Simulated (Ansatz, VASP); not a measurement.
## Two plane-wave programs on TiB2

```xyz
3
Lattice="3.0292 0.0000 0.0000 -1.5146 2.6234 0.0000 0.0000 0.0000 3.2284" Properties=species:S:1:pos:R:3 pbc="T T T"
Ti    0.0000    0.0000    0.0000
B     1.5146    0.8745    1.6142
B     0.0000    1.7489    1.6142
```

Alike in both runs: functional LDA; k mesh 10 × 10 × 8; occupations fermi-dirac, width 0.05 eV; no spin polarisation.

```csv
,VASP,Ansatz
version,VASP 6.6.1,Ansatz 0.2.0
potentials or method,"VASP PAW LDA potentials, release 64 (Ti_sv, B)",Ansatz PAW
plane-wave cutoff (eV),520,420
valence electrons in the cell,18,18
task,single point,band structure
```

```csv
,VASP,Ansatz,Ansatz less VASP
gap on the k mesh at the Fermi level (eV),none,none,-
pressure (GPa),-10.7,-11.2,-0.51
"traceless stress, the component that is largest in VASP (GPa)",-0.70,-0.70,-0.001
```

LDA's correlation is that of Perdew and Zunger in VASP and of Perdew and Wang (1992) in Ansatz. A gap of «none» marks a metal or a gap that the smearing closes.
